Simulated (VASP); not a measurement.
Here is a VASP 6.6.1 calculation.

Contents of INCAR:

```
SYSTEM = ZrB2
PREC     = Accurate       ! precision mode
ENCUT    = 520            ! plane-wave cutoff, eV
EDIFF    = 1E-6           ! SCF threshold, eV
ISMEAR   = 0              ! smearing method
SIGMA    = 0.15           ! smearing width, eV
LREAL    = .False.        ! projectors in reciprocal space
LASPH    = .True.         ! aspherical terms in the spheres
NELM     = 80             ! most SCF steps
ALGO     = Normal         ! electronic algorithm
ISIF     = 2              ! what is computed and relaxed
LWAVE    = .False.        ! write WAVECAR
LCHARG   = .False.        ! write CHGCAR
NBANDS   = 16             ! bands
```

File KPOINTS:

```
regular mesh
0
Gamma
  18 18 12
  0 0 0
```

The input POSCAR:

```
ZrB2
1.0
    3.2796277720      0.0000000000      0.0000000000
   -1.6398138860      2.8402409655      0.0000000000
    0.0000000000      0.0000000000      3.4377058306
Zr B
1 2
Direct
    0.0000000000      0.0000000000      0.0000000000
    0.3333333333      0.6666666667      0.5000000000
    0.6666666667      0.3333333333      0.5000000000
```

Potentials or basis: VASP PAW LDA potentials, release 64 (Zr_sv, B).

Command:

```bash
$ cat potpaw_LDA.64/Zr_sv/POTCAR potpaw_LDA.64/B/POTCAR > POTCAR
$ mpirun -np 1 vasp_std > vasp.out
```

(1) Predict the pressure.

(2) What does it give for the band gap on the k mesh?

Answers

(1) -17.4 GPa.

(2) zero (band 9 reaches 10.60 eV, above the bottom of band 10 at 9.71 eV).
